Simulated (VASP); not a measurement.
# Ge (I4_1/amd) in VASP: further runs

Aim: see how the results for Ge move with the level of theory and the settings. Levels: BLYP, PBEsol, LDA. Tasks: single point.

All numbers are computed with VASP 6.6.1; they aren't measurements. Logs are shortened: lines on timing, memory, paths and dates and some standing lists are left out, and cuts for length are marked.

## 1. The cell of the first run

It takes space group I4_1/amd (No. 141, tetragonal). The conventional cell has a = 5.149 Å, b = 5.149 Å, c = 2.795 Å, α = 90.00°, β = 90.00°, γ = 90.00°. Within 3.5 Å of Ge (site symmetry -4m2) lie 10 Ge at 2.67 to 3.32 Å.

## 2. Single point, BLYP

File INCAR:

```
PREC = Accurate
ENCUT = 520
EDIFF = 1E-6
ISMEAR = -1
SIGMA = 0.1
LREAL = F
LASPH = T
NELM = 60
ALGO = Normal
ISIF = 2
LWAVE = F
LCHARG = T
GGA = B5
ALDAX = 1.0
AGGAX = 1.0
AGGAC = 1.0
ALDAC = 0.0
LELF = T
LVHAR = T
NBANDS = 21
```

File KPOINTS:

```
regular mesh
0
Gamma
  12 12 12
```

File POSCAR:

```
Ge
1.0
    3.8998410000      0.0000000000      0.0000000000
   -2.8983834784      2.6092399348      0.0000000000
   -0.5007284999     -1.3046192877      3.6408789198
Ge
2
Direct
    0.2500000000      0.7500000000      0.5000000000
    0.5000000000      0.5000000000      0.0000000000
```

Potentials or basis: VASP PAW PBE potentials, release 64 (Ge_d).

On the command line:

```bash
> cat potpaw_PBE.64/Ge_d/POTCAR > POTCAR
> mpirun -np 1 vasp_std > vasp.out
```

OUTCAR:

```text
PREC = Accurate
   ENCUT = 520
   EDIFF = 1E-6
   ISMEAR = -1
   LREAL = F
   LASPH = T
   NELM = 60
   ISIF = 2
   GGA = B5

 ion  position               nearest neighbor table
   1  0.250  0.750  0.500-   2 2.67   2 2.67   2 2.67   2 2.67
   2  0.500  0.500  0.000-   1 2.67   1 2.67   1 2.67   1 2.67

  LATTYP: Found a body centered tetragonal cell.
 ALAT       =     5.1489801497
 C/A-ratio  =     0.5427920736

  Lattice vectors:

 A1 = (   3.8998410000,   0.0000000000,   0.0000000000)
 A2 = (  -2.8983834784,   2.6092399348,   0.0000000000)
 A3 = (  -0.5007284999,  -1.3046192877,   3.6408789198)

Analysis of symmetry for initial positions (statically):
=====================================================================
 Subroutine PRICEL returns:
 Original cell was already a primitive cell.

 Routine SETGRP: Setting up the symmetry group for a
 body centered tetragonal supercell.

 Subroutine GETGRP returns: Found 16 space group operations
 (whereof  8 operations were pure point group operations)
 out of a pool of 16 trial point group operations.

The static configuration has the point symmetry D_2d.
 The point group associated with its full space group is D_4h.

Analysis of symmetry for dynamics (positions and initial velocities):
=====================================================================
 Subroutine PRICEL returns:
 Original cell was already a primitive cell.

 Routine SETGRP: Setting up the symmetry group for a
 body centered tetragonal supercell.

 Subroutine GETGRP returns: Found 16 space group operations
 (whereof  8 operations were pure point group operations)
 out of a pool of 16 trial point group operations.

The dynamic configuration has the point symmetry D_2d.
 The point group associated with its full space group is D_4h.

 Subroutine INISYM returns: Found 16 space group operations
 (whereof  8 operations are pure point group operations),
 and found     1 'primitive' translations

----------------------------------------------------------------------------------------

                                     Primitive cell

  volume of cell :      37.0482

  direct lattice vectors                    reciprocal lattice vectors
     3.899841000  0.000000000  0.000000000     0.256420710  0.284836032  0.137329406
[... 80 lines left out ...]
   ISPIN  =      1    spin polarized calculation?
   LNONCOLLINEAR =      F non collinear calculations
   LSORBIT =      F    spin-orbit coupling
   LASPH  =      T    aspherical Exc in radial PAW
   ENCUT  =  520.0 eV  38.22 Ry    6.18 a.u.   7.25  7.25  7.25*2*pi/ulx,y,z
   NELM   =     60;   NELMIN=  2; NELMDL= -5     # of ELM steps
   EDIFF  = 0.1E-05   stopping-criterion for ELM
   LREAL  =      F    real-space projection
   EDIFFG = 0.1E-04   stopping-criterion for IOM
   NSW    =      0    number of steps for IOM
   IBRION =     -1    ionic relax: 0-MD 1-quasi-New 2-CG
   NFREE  =      0    steps in history (QN), initial steepest desc. (CG)
   ISIF   =      2    stress and relaxation
   ISYM   =      2    0-nonsym 1-usesym 2-fastsym
   POTIM  = 0.5000    time-step for ionic-motion
   TEBEG  =    0.0;   TEEND  =   0.0 temperature during run
   PSTRESS=    0.0 pullay stress
   NELECT =      28.0000    total number of electrons
   NUPDOWN=      -1.0000    fix difference up-down
   EMIN   =  10.00;   EMAX   =-10.00  energy-range for DOS
   EFERMI =   0.00;   METHOD = LEGACY
   ISMEAR =    -1;   SIGMA  =   0.10  broadening in eV -4-tet -1-fermi 0-gaus
   EFERMI_NEDOS =   21; number of points for ismear=-14 and -15
   IALGO  =     38    algorithm
   IMIX   =      4    mixing-type and parameters
     AMIX     =   0.40;   BMIX     =  1.00
     AMIX_MAG =   1.60;   BMIX_MAG =  1.00
  volume/ion in A,a.u.               =      18.52       125.01
  Fermi-wavevector in a.u.,A,eV,Ry     =   1.491209  2.817976 30.255325  2.223704
  Thomas-Fermi vector in A             =   2.603893
   LORBIT       =      0    0 simple, 1 ext, 2 COOP (PROOUT), +10 PAW based schemes
   GGA     = B5    functional components
   LHFCALC =     F    Hartree Fock is set to
   AEXX    =    0.0000 exact exchange contribution
   IVDW    =     0    specifies the selected vdW correction
   LEPSILON=     F    determine dielectric tensor
   LRPA    =     F    only Hartree local field effects (RPA)
 non-spin polarized calculation
  energy-cutoff  :      520.00
  volume of cell :       37.05
 maximum number of plane-waves:      1029
 NGX is ok and might be reduce to    30
   NGX = 15   NGY = 15   NGZ = 15

 number of electron      28.0000028 magnetization

 Free energy of the ion-electron system (eV)
  ---------------------------------------------------
  ext. energy  EPLUGINS =         0.00000000
  ---------------------------------------------------
  free energy    TOTEN  =        -6.78578746 eV

  energy without entropy =       -6.76075952  energy(sigma->0) =       -6.77327349

 E-fermi :   7.2535     XC(G=0): -10.6990

 val. band max:        7.2345225327   @ k =  -0.1667  -0.1667   0.0833
 cond. band min:       7.2580858394   @ k =   0.5000   0.3333   0.0833
 fundamental gap:      0.0235633067
 Fermi energy:         7.2534928727

 k-point     1 :       0.0000    0.0000    0.0000
  band No.  band energies     occupation
      1     -17.4971      2.00000
      2     -17.4536      2.00000
      3     -17.4208      2.00000
      4     -17.4176      2.00000
      5     -17.3127      2.00000
      6     -17.3127      2.00000
[... 565 lines left out ...]
     20      17.7766      0.00000
     21      18.4100      0.00000

 [... further k-points ...]

------------------------ aborting loop because EDIFF is reached ----------------------------------------

  FORCE on cell =-STRESS in cart. coord.  units (eV):
  Direction    XX          YY          ZZ          XY          YZ          ZX
  --------------------------------------------------------------------------------------
  -------------------------------------------------------------------------------------
  Total        2.1506456      2.3607421      2.1143493      0.0945686      0.0000004      0.0000002
  in kB       93.0062788    102.0920615     91.4366203      4.0896912      0.0000171      0.0000066
  external PRESSURE =      95.5116535 kB  Pullay stress =       0.0000000 kB

 VOLUME and BASIS-vectors are now :
 -----------------------------------------------------------------------------
  energy-cutoff  :      520.00
  volume of cell :       37.05
      direct lattice vectors                 reciprocal lattice vectors
     3.899841000  0.000000000  0.000000000     0.256420710  0.284836032  0.137329406
    -2.898383478  2.609239935  0.000000000     0.000000000  0.383253371  0.137329406
    -0.500728500 -1.304619288  3.640878920     0.000000000  0.000000000  0.274658955

 POSITION                                       TOTAL-FORCE (eV/Angst)
 -----------------------------------------------------------------------------------
     -1.44919      1.30462      1.82044         0.000000      0.000000     -0.000000
      0.50073      1.30462      0.00000        -0.000000     -0.000000      0.000000
 -----------------------------------------------------------------------------------
    total drift:                               -0.000000      0.000000     -0.000000

  FREE ENERGIE OF THE ION-ELECTRON SYSTEM (eV)
  ---------------------------------------------------
  free  energy   TOTEN  =        -6.7857874629 eV

  energy  without entropy=       -6.7607595205  energy(sigma->0) =       -6.77327349
```

Wall time 1.9 min (1 thread of Intel Xeon Platinum 8259CL at 2.50GHz (Skylake/Cascade Lake), shared host); peak memory 0.24 GiB.

What came out:

```yaml
Free_energy: -6.7858 eV
Pressure: 9.6 GPa
Band_gap_on_the_k_mesh: zero (bands 14 and 15 overlap by 4.94 eV)
```

Stress tensor (GPa, compression positive):
```
 9.30  0.41  0.00
 0.41 10.21  0.00
 0.00  0.00  9.14
```

Caveat: the cell stands under pressure; the PAW data sets were made with another functional, which shifts forces and pressure a little.

## 3. Single point, PBEsol

File INCAR:

```
PREC = Accurate
ENCUT = 520
EDIFF = 1E-7
ISMEAR = -1
SIGMA = 0.1
LREAL = F
LASPH = T
NELM = 80
ALGO = Normal
ISIF = 2
LWAVE = F
LCHARG = F
GGA = PS
NBANDS = 21
```

File KPOINTS:

```
Automatic mesh
0
Gamma
  12 12 12
```

POSCAR is that of step 2.

Potentials or basis: VASP PAW PBE potentials, release 64 (Ge_d).

On the command line:

```bash
> cat potpaw_PBE.64/Ge_d/POTCAR > POTCAR
> mpirun -np 1 vasp_std > vasp.out
```

It took 1.8 min on 1 thread of Intel Xeon Platinum 8259CL at 2.50GHz (Skylake/Cascade Lake), shared host; peak memory 0.24 GiB.

Results (log left out):

```
Free energy            : -9.5509 eV
Pressure               : -0.7 GPa
Band gap on the k mesh : zero (bands 14 and 15 overlap by 5.10 eV)
```

Stress tensor (GPa, compression positive):
```
-0.95  0.37  0.00
 0.37 -0.14  0.00
 0.00  0.00 -1.09
```

Levels at points of the mesh, in eV from the Fermi level:
| k point | band 11 | band 12 | band 13 | band 14 | band 15 | band 16 | band 17 | band 18 |
| --- | --- | --- | --- | --- | --- | --- | --- | --- |
| (0.00, 0.00, 0.00) | -13.31 | -4.07 | -2.34 | -2.34 | 3.25 | 7.59 | 7.59 | 8.15 |
| (0.50, 0.00, 0.00) | -8.04 | -6.39 | -2.64 | -2.01 | -1.35 | 2.46 | 3.56 | 5.51 |
| (0.50, 0.50, 0.00) | -10.57 | -10.57 | 0.61 | 0.61 | 1.90 | 1.90 | 7.53 | 7.53 |
| (0.50, 0.50, 0.50) | -8.88 | -8.88 | -5.93 | -5.93 | 6.16 | 6.16 | 11.01 | 11.01 |

Caveat: the PAW data sets were made with another functional, which shifts forces and pressure a little.

## 4. Single point, LDA

File INCAR:

```
ALGO = Normal
EDIFF = 1E-6
ENCUT = 520
GGA = CA
ISIF = 2
ISMEAR = -1
LASPH = True
LCHARG = False
LREAL = False
LWAVE = False
NBANDS = 21
NELM = 60
PREC = Accurate
SIGMA = 0.1
```

File KPOINTS:

```
k-points
0
Gamma
  12 12 12
```

POSCAR is that of step 3.

Potentials or basis: VASP PAW LDA potentials, release 64 (Ge_d).

On the command line:

```bash
> cat potpaw_LDA.64/Ge_d/POTCAR > POTCAR
> mpirun -np 1 vasp_std > vasp.out
```

It took 93 s on 1 thread of Intel Xeon Platinum 8259CL at 2.50GHz (Skylake/Cascade Lake), shared host; peak memory 0.22 GiB.

The run converged. Its results:

```
Free energy            : -10.0337 eV
Pressure               : -2.6 GPa
Band gap on the k mesh : zero (bands 14 and 15 overlap by 5.05 eV)
```

Stress tensor (GPa, compression positive):
```
-2.81  0.39  0.00
 0.39 -1.94  0.00
 0.00  0.00 -2.96
```

Levels at points of the mesh, in eV from the Fermi level:
```
           k point  band 11  band 12  band 13  band 14  band 15  band 16  band 17  band 18
(0.00, 0.00, 0.00)   -13.30    -4.15    -2.32    -2.32     3.38     7.52     7.52     8.08
(0.50, 0.00, 0.00)    -8.07    -6.38    -2.67    -2.00    -1.33     2.55     3.53     5.49
(0.50, 0.50, 0.00)   -10.56   -10.56     0.62     0.62     1.90     1.90     7.47     7.47
(0.50, 0.50, 0.50)    -8.91    -8.91    -5.87    -5.87     6.14     6.14    10.88    10.88
```

## 5. The runs side by side

```tsv
level	potentials or basis	gap on the mesh (eV)	pressure (GPa)
BLYP	VASP PAW PBE potentials, release 64 (Ge_d)	none	9.6
PBEsol	VASP PAW PBE potentials, release 64 (Ge_d)	none	-0.7
LDA	VASP PAW LDA potentials, release 64 (Ge_d)	none	-2.6
```

Alike in all rows: task single point; no spin polarisation; cell as given; k mesh 12 × 12 × 12; cutoff (eV) 520; smearing fermi-dirac 0.1 eV.

Caveats: the PAW data sets were made with another functional, which shifts forces and pressure a little (at least some runs); the cell stands under pressure (at least some runs).

Absolute energies hang on the potentials; compare differences alone.

The gap in the log of VASP goes by the Fermi energy; the results here count the filled bands.